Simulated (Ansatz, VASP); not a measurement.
# One calculation of CoO, two programs

File INCAR:

```
SYSTEM = CoO
ALGO = Normal
EDIFF = 1E-6
ENCUT = 520
GGA = PE
ISIF = 2
ISMEAR = 0
LASPH = .True.
LCHARG = .False.
LDAU = .True.
LDAUJ = 0 0
LDAUL = 2 -1
LDAUPRINT = 1
LDAUTYPE = 2
LDAUU = 3.32 0
LMAXMIX = 4
LREAL = .False.
LWAVE = .False.
NBANDS = 14
NELM = 150
PREC = Accurate
SIGMA = 0.02
```

File KPOINTS:

```
k-points
0
Gamma
  12 12 12
  0 0 0
```

Contents of POSCAR:

```
CoO
1.0
   -1.5080001529      1.5080001529      2.1072499549
    1.5080001529     -1.5080001529      2.1072499549
    1.5080001529      1.5080001529     -2.1072499549
Co O
1 1
Direct
    0.0000000000      0.0000000000      0.0000000000
    0.5000000000      0.5000000000      0.0000000000
```

Input for Ansatz:

```yaml
crystal:
  lattice:
    - [-1.5080001529, 1.5080001529, 2.1072499549]
    - [1.5080001529, -1.5080001529, 2.1072499549]
    - [1.5080001529, 1.5080001529, -2.1072499549]
  atoms:
    - { symbol: Co, position: [0.0, 0.0, 0.0] }
    - { symbol: O, position: [0.5, 0.5, 0.0] }
basis:
  ecutwfc: 420
kpoints:
  mp_grid: { grid: [12, 12, 12] }
hamiltonian:
  xc: pbe
  hubbard: { sites: [{ species: Co, l: d, u_eff: 3.32 }] }
scf:
  occupations: { method: gaussian, width: 0.02 }
output:
  forces: true
  stress: true
  eigenvalues: true
```

Alike in both runs: task single point; functional PBE; k mesh 12 × 12 × 12; occupations gaussian, width 0.02 eV; no spin polarisation; Hubbard terms Co d U = 3.32 eV.

```csv
,VASP,Ansatz
version,VASP 6.6.1,Ansatz 0.2.0
potentials or method,"VASP PAW PBE potentials, release 64 (Co, O), cutoff 520 eV","scalar-relativistic, plane waves, PAW"
valence electrons in the cell,15,23
```

VASP gave:

| Item | Value |
| --- | --- |
| gap on the k mesh at the Fermi level (eV) | none |
| pressure (GPa) | -18.6 |
| traceless stress, the component that is largest in VASP (GPa) | 0.05 |

Estimate Ansatz's values.

gap on the k mesh at the Fermi level (eV): none; pressure (GPa): -17.4; traceless stress, the component that is largest in VASP (GPa): -0.41.

The programs project onto different local orbitals, so the same U acts differently, and such runs can settle in different states. A gap of «none» marks a metal or a gap that the smearing closes. VASP's potentials hold 15 valence electrons a cell and Ansatz's 23, so a difference there can come from the potentials and not from the codes. Ansatz's warnings: filled band counts differ across k points.
